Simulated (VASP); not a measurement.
# AlN (P6_3/mmc) in VASP: a series of runs, part 2 of 2

VASP 6.6.1. Earlier steps stand in the parts before.

## 4. Single point, PBEsol

This run uses another cell than the first one, of 10.16 Å³/atom, 1.005 times its volume.

Input file INCAR:

```
SYSTEM = AlN
PREC     = Accurate       ! precision mode
ENCUT    = 520            ! plane-wave cutoff, eV
EDIFF    = 1E-6           ! SCF threshold, eV
ISMEAR   = 0              ! smearing method
SIGMA    = 0.05           ! smearing width, eV
LREAL    = .FALSE.        ! projectors in reciprocal space
LASPH    = .TRUE.         ! aspherical terms in the spheres
NELM     = 100            ! most SCF steps
ALGO     = Normal         ! electronic algorithm
ISIF     = 2              ! what is computed and relaxed
LWAVE    = .FALSE.        ! write WAVECAR
LCHARG   = .TRUE.         ! write CHGCAR
GGA      = PS             ! functional
LELF     = .TRUE.         ! ELF
LVHAR    = .TRUE.       
NBANDS   = 16             ! bands
```

Input file KPOINTS:

```
Automatic mesh
0
G
  9 9 6
  0 0 0
```

Input file POSCAR:

```
AlN
1.0
    3.3014407767      0.0000000000      0.0000000000
   -1.6507203884      2.8591315817      0.0000000000
    0.0000000000      0.0000000000      4.3056000000
Al N
2 2
Direct
    0.3333333333      0.6666666667      0.7500000000
    0.6666666667      0.3333333333      0.2500000000
    0.3333333333      0.6666666667      0.2500000000
    0.6666666667      0.3333333333      0.7500000000
```

Potentials or basis: VASP PAW PBE potentials, release 64 (Al, N).

Command:

```bash
> cat potpaw_PBE.64/Al/POTCAR potpaw_PBE.64/N/POTCAR > POTCAR
> mpirun -np 1 vasp_std > vasp.out
```

OUTCAR:

```text
SYSTEM = AlN
   PREC = Accurate
   ENCUT = 520
   EDIFF = 1E-6
   ISMEAR = 0
   LREAL = .FALSE.
   LASPH = .TRUE.
   NELM = 100
   ISIF = 2
   GGA = PS

 ion  position               nearest neighbor table
   1  0.333  0.667  0.750-   4 1.91   4 1.91   4 1.91   3 2.15   3 2.15   2 2.88   2 2.88   2 2.88
                             2 2.88   2 2.88   2 2.88
   2  0.667  0.333  0.250-   3 1.91   3 1.91   3 1.91   4 2.15   4 2.15   1 2.88   1 2.88   1 2.88
                             1 2.88   1 2.88   1 2.88
   3  0.333  0.667  0.250-   2 1.91   2 1.91   2 1.91   1 2.15   1 2.15
   4  0.667  0.333  0.750-   1 1.91   1 1.91   1 1.91   2 2.15   2 2.15

[... 661 lines left out ...]
  -------------------------------------------------------------------------------------
  Total       -1.2517672     -1.2517672     -2.4484521      0.0000000      0.0000000     -0.0000000
  in kB      -49.3472338    -49.3472338    -96.5230096      0.0000000      0.0000000     -0.0000000
  external PRESSURE =     -65.0724924 kB  Pullay stress =       0.0000000 kB

 VOLUME and BASIS-vectors are now :
 -----------------------------------------------------------------------------
  energy-cutoff  :      520.00
  volume of cell :       40.64
      direct lattice vectors                 reciprocal lattice vectors
     3.301440777  0.000000000  0.000000000     0.302898058  0.174878275  0.000000000
    -1.650720388  2.859131582  0.000000000     0.000000000  0.349756551  0.000000000
     0.000000000  0.000000000  4.305600000     0.000000000  0.000000000  0.232255667

 POSITION                                       TOTAL-FORCE (eV/Angst)
 -----------------------------------------------------------------------------------
     -0.00000      1.90609      3.22920         0.000000     -0.000000      0.000000
      1.65072      0.95304      1.07640        -0.000000      0.000000      0.000000
     -0.00000      1.90609      1.07640         0.000000     -0.000000      0.000000
      1.65072      0.95304      3.22920         0.000000      0.000000      0.000000
 -----------------------------------------------------------------------------------
    total drift:                               -0.000000      0.000000     -0.000000

  FREE ENERGIE OF THE ION-ELECTRON SYSTEM (eV)
  ---------------------------------------------------
  free  energy   TOTEN  =       -30.8956244410 eV

  energy  without entropy=      -30.8956244410  energy(sigma->0) =      -30.89562444
```

Run time: 24 s. Hardware: 1 thread of Intel Xeon 6975P-C, shared host; peak memory 0.17 GiB.

What came out:

```yaml
Free_energy: -30.8956 eV
Pressure: -6.5 GPa
Band_gap_on_the_k_mesh: 2.95 eV, direct
```

Caveat: the PAW data sets were made with another functional, which shifts forces and pressure a little. PBEsol gaps usually lie below the measured ones, often by a third to a half.

## 5. Single point, PBEsol

This run uses another cell than the first one, of 10.21 Å³/atom, 1.010 times its volume.

Input file INCAR:

```
SYSTEM = AlN
PREC = Accurate
ENCUT = 520
EDIFF = 1E-6
ISMEAR = 0
SIGMA = 0.05
LREAL = .False.
LASPH = .True.
NELM = 60
ALGO = Normal
ISIF = 2
LWAVE = .False.
LCHARG = .False.
GGA = PS
NBANDS = 16
```

Input file KPOINTS:

```
Automatic mesh
0
Gamma
  9 9 6
  0 0 0
```

Input file POSCAR:

```
AlN
1.0
    3.3411000000      0.0000000000      0.0000000000
   -1.6705500000      2.8934774766      0.0000000000
    0.0000000000      0.0000000000      4.2228000000
Al N
2 2
Direct
    0.3333333333      0.6666666667      0.7500000000
    0.6666666667      0.3333333333      0.2500000000
    0.3333333333      0.6666666667      0.2500000000
    0.6666666667      0.3333333333      0.7500000000
```

Command:

```bash
> cat potpaw_PBE.64/Al/POTCAR potpaw_PBE.64/N/POTCAR > POTCAR
> mpirun -np 1 vasp_std > vasp.out
```

Wall time 24 s (1 thread of Intel Xeon 6975P-C, shared host); peak memory 0.17 GiB.

It converged, with:

| Property | Result |
| --- | --- |
| Free energy | -30.8990 eV |
| Pressure | -8.5 GPa |
| Band gap on the k mesh | 3.00 eV, direct |

Stress tensor (GPa, compression positive):
```
-8.56  0.00  0.00
 0.00 -8.56  0.00
 0.00  0.00 -8.33
```

Levels at points of the mesh, in eV from the valence-band top:
```tsv
k point	band 5	band 6	band 7	band 8	band 9	band 10	band 11	band 12
(0.00, 0.00, 0.00)	-3.21	-1.57	-1.57	0.00	3.00	4.13	8.00	8.00
(0.00, 0.00, 0.50)	-2.42	-2.42	-2.42	-2.42	5.41	5.41	8.20	8.20
```

Caveat: the PAW data sets were made with another functional, which shifts forces and pressure a little.

## 6. Single point, PBEsol

This run uses another cell than the first one, of 10.24 Å³/atom, 1.014 times its volume.

Input file INCAR:

```
ALGO = Normal ; EDIFF = 1E-6
ENCUT = 520 ; GGA = PS
ISIF = 2 ; ISMEAR = 0
LASPH = True ; LCHARG = False
LREAL = False ; LWAVE = False
NBANDS = 16 ; NELM = 80
PREC = Accurate ; SIGMA = 0.05
```

Input file KPOINTS:

```
k-points
0
Gamma
  9 9 6
```

Input file POSCAR:

```
AlN
1.0
    3.3807000000      0.0000000000      0.0000000000
   -1.6903500000      2.9277720826      0.0000000000
    0.0000000000      0.0000000000      4.1400037194
Al N
2 2
Direct
    0.3333333333      0.6666666667      0.7500000000
    0.6666666667      0.3333333333      0.2500000000
    0.3333333333      0.6666666667      0.2500000000
    0.6666666667      0.3333333333      0.7500000000
```

Potentials or basis: VASP PAW PBE potentials, release 64 (Al, N).

Command:

```bash
> cat potpaw_PBE.64/Al/POTCAR potpaw_PBE.64/N/POTCAR > POTCAR
> mpirun -np 1 vasp_std > vasp.out
```

Run time: 24 s. Hardware: 1 thread of Intel Xeon 6975P-C, shared host; peak memory 0.17 GiB.

The run converged. Its results:

* Free energy: -30.8758 eV
* Pressure: -9.7 GPa
* Band gap on the k mesh: 3.07 eV, direct

Stress tensor (GPa, compression positive):
```
-11.38   0.00   0.00
  0.00 -11.38   0.00
  0.00   0.00  -6.20
```

Levels at points of the mesh, in eV from the valence-band top:
```tsv
k point	band 4	band 5	band 6	band 7	band 8	band 9	band 10	band 11	band 12	band 13
(0.00, 0.00, 0.00)	-3.16	-3.16	-1.36	-1.36	0.00	3.07	4.12	7.95	7.95	11.06
(0.00, 0.00, 0.50)	-3.59	-2.30	-2.30	-2.30	-2.30	5.50	5.50	8.10	8.10	8.10
```

Caveat: the PAW data sets were made with another functional, which shifts forces and pressure a little.

## 7. Summary

```csv
cell,gap on the mesh (eV),pressure (GPa)
"a = 3.341, b = 3.341, c = 4.181 Å, angles 90.0, 90.0, 120.0°, 4 atoms",3.10,-6.9
"a = 3.361, b = 3.361, c = 4.140 Å, angles 90.0, 90.0, 120.0°, 4 atoms",3.13,-7.5
"a = 3.301, b = 3.301, c = 4.306 Å, angles 90.0, 90.0, 120.0°, 4 atoms",2.95,-6.5
"a = 3.341, b = 3.341, c = 4.223 Å, angles 90.0, 90.0, 120.0°, 4 atoms",3.00,-8.5
"a = 3.381, b = 3.381, c = 4.140 Å, angles 90.0, 90.0, 120.0°, 4 atoms",3.07,-9.7
```

Alike in all rows: task single point; level PBEsol; potentials or basis VASP PAW PBE potentials, release 64 (Al, N); no spin polarisation; k mesh 9 × 9 × 6; cutoff (eV) 520; smearing gaussian 0.05 eV.

Caveats: the PAW data sets were made with another functional, which shifts forces and pressure a little.

Absolute energies hang on the potentials; compare differences alone.
